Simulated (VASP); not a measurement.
Input of a VASP 6.6.1 run:

INCAR

```
PREC     = Accurate       # precision mode
ENCUT    = 520            # plane-wave cutoff, eV
EDIFF    = 1E-7           # SCF threshold, eV
ISMEAR   = 0              # smearing method
SIGMA    = 0.1            # smearing width, eV
LREAL    = F              # projectors in reciprocal space
LASPH    = T              # aspherical terms in the spheres
NELM     = 100            # most SCF steps
ALGO     = Normal         # electronic algorithm
ISIF     = 2              # what is computed and relaxed
LWAVE    = F              # write WAVECAR
LCHARG   = T              # write CHGCAR
GGA      = PE             # functional
LELF     = T              # ELF
LVHAR    = T            
NBANDS   = 22             # bands
```

Contents of KPOINTS:

```
Automatic mesh
0
Gamma
  4 4 4
```

File POSCAR:

```
RbMg3Zn
1.0
    5.3039606384      0.0000000000      0.0000000000
    0.0000000000      5.3039606384      0.0000000000
    0.0000000000      0.0000000000      5.3039606384
Rb Mg Zn
1 3 1
Direct
    0.5000000000      0.5000000000      0.5000000000
    0.0000000000      0.5000000000      0.0000000000
    0.0000000000      0.0000000000      0.5000000000
    0.5000000000      0.0000000000      0.0000000000
    0.0000000000      0.0000000000      0.0000000000
```

Potentials or basis: VASP PAW PBE potentials, release 64 (Rb_sv, Mg, Zn).

Command:

```bash
$ cat potpaw_PBE.64/Rb_sv/POTCAR potpaw_PBE.64/Mg/POTCAR potpaw_PBE.64/Zn/POTCAR > POTCAR
$ mpirun -np 1 vasp_std > vasp.out
```

(1) What does it give for the band gap on the k mesh?

(2) What does it give for the pressure?

Answers

(1) zero (an odd number of electrons rules out a gap without spin polarisation).

(2) 0.1 GPa.
